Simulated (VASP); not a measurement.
Set up this calculation in VASP 6.6.1, as the native input.

```yaml
Task: single point
Functional: PBE
Potentials_or_basis: VASP PAW PBE potentials, release 64 (Y_sv, Rh_pv)
Cutoff: 520 eV
k_mesh: 5 × 4 × 5
Occupations: fermi-dirac, width 0.05 eV
Spin: no spin polarisation
Dipole_correction: no
Further_INCAR_settings: LREAL = Auto; ALGO = Normal; EDIFF = 1e-06; NBANDS = 110
```

The structure of Y3Rh lies in POSCAR:

```
Y3Rh
1.0
    7.1551565201      0.0000000000      0.0000000000
    0.0000000000      9.5939287308      0.0000000000
    0.0000000000      0.0000000000      6.3599966607
Y Rh
12 4
Direct
    0.0370695255      0.2500000000      0.6388226660
    0.9629304745      0.7500000000      0.3611773340
    0.4629304745      0.7500000000      0.1388226660
    0.5370695255      0.2500000000      0.8611773340
    0.1765270884      0.0646582100      0.1736236564
    0.8234729116      0.9353417900      0.8263763436
    0.3234729116      0.9353417900      0.6736236564
    0.8234729116      0.5646582100      0.8263763436
    0.6765270884      0.0646582100      0.3263763436
    0.1765270884      0.4353417900      0.1736236564
    0.6765270884      0.4353417900      0.3263763436
    0.3234729116      0.5646582100      0.6736236564
    0.3834163475      0.2500000000      0.4457856210
    0.6165836525      0.7500000000      0.5542143790
    0.1165836525      0.7500000000      0.9457856210
    0.8834163475      0.2500000000      0.0542143790
```

The input as run:

INCAR

```
SYSTEM = Y3Rh
PREC = Accurate
ENCUT = 520
EDIFF = 1E-6
ISMEAR = -1
SIGMA = 0.05
LREAL = Auto
LASPH = .True.
NELM = 100
ALGO = Normal
ISIF = 2
LWAVE = .False.
LCHARG = .True.
GGA = PE
LVHAR = .True.
NBANDS = 110
KPAR = 4
```

KPOINTS

```
regular mesh
0
Gamma
  5 4 5
  0 0 0
```

Potentials or basis: VASP PAW PBE potentials, release 64 (Y_sv, Rh_pv).

Launch:

```console
$ cat potpaw_PBE.64/Y_sv/POTCAR potpaw_PBE.64/Rh_pv/POTCAR > POTCAR
$ mpirun -np 4 vasp_std > vasp.out
```

It gave:

- Pressure: -0.3 GPa
- Largest force: 0.023 eV/Å
- Band gap on the k mesh: zero (bands 96 and 97 overlap by 0.12 eV)

Run time: 11 min on 4 MPI ranks on AMD EPYC 7R13 Processor (Zen 3), on a shared host, peak memory 0.97 GiB a rank.
